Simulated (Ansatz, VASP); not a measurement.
**Two plane-wave programs on HfN**

Contents of INCAR:

```
SYSTEM = HfN
ALGO     = Normal         ! electronic algorithm
EDIFF    = 1E-7           ! SCF threshold, eV
ENCUT    = 520            ! plane-wave cutoff, eV
GGA      = PS             ! functional
ISIF     = 2              ! what is computed and relaxed
ISMEAR   = 0              ! smearing method
LASPH    = .True.         ! aspherical terms in the spheres
LCHARG   = .False.        ! write CHGCAR
LREAL    = .False.        ! projectors in reciprocal space
LWAVE    = .False.        ! write WAVECAR
NBANDS   = 14             ! bands
NELM     = 60             ! most SCF steps
PREC     = Accurate       ! precision mode
SIGMA    = 0.15           ! smearing width, eV
```

File KPOINTS:

```
k-points
0
Gamma
  22 22 22
  0 0 0
```

The input POSCAR:

```
HfN
1.0
    0.0000000000      2.4335340893      2.4335340893
    2.5247916176      0.0000000000      2.4335340893
    2.5247916176      2.4335340893      0.0000000000
Hf N
1 1
Direct
    0.0000000000      0.0000000000      0.0000000000
    0.7500000000      0.7500000000      0.7500000000
```

Input for Ansatz:

```yaml
crystal:
  lattice:
    - [0.0, 2.4335340893, 2.4335340893]
    - [2.5247916176, 0.0, 2.4335340893]
    - [2.5247916176, 2.4335340893, 0.0]
  atoms:
    - { symbol: Hf, position: [0.0, 0.0, 0.0] }
    - { symbol: "N", position: [0.75, 0.75, 0.75] }
basis:
  ecutwfc: 420
kpoints:
  mp_grid: { grid: [22, 22, 22] }
hamiltonian:
  xc: pbesol
scf:
  occupations: { method: gaussian, width: 0.15 }
output:
  forces: true
  stress: true
  eigenvalues: true
```

Change from the starting cell: strain +0.0375 x Voigt [1, 0, 0, 0, 0, 0], atoms carried along.

Alike in both runs: task single point; functional PBEsol; k mesh 22 × 22 × 22; occupations gaussian, width 0.15 eV; no spin polarisation.

```csv
,VASP,Ansatz
version,VASP 6.6.1,Ansatz 0.2.0
potentials or method,"VASP PAW PBE potentials, release 64 (Hf_pv, N), cutoff 520 eV","scalar-relativistic, plane waves, PAW"
valence electrons in the cell,15,31
```

Ansatz gave:

```
gap on the k mesh at the Fermi level (eV)                     : none
pressure (GPa)                                                : -7.0
traceless stress, the component that is largest in VASP (GPa) : -3.91
```

**Question.** Estimate VASP's values.

**Answer.** gap on the k mesh at the Fermi level (eV): none; pressure (GPa): -7.9; traceless stress, the component that is largest in VASP (GPa): -3.92.

VASP's potentials were made for PBE, not for PBEsol. A gap of «none» marks a metal or a gap that the smearing closes. With one functional, cell and mesh, what is left measures potentials, basis and numerics. VASP's potentials hold 15 valence electrons a cell and Ansatz's 31, so a difference there can come from the potentials and not from the codes.

Neither program's run includes spin-orbit coupling.
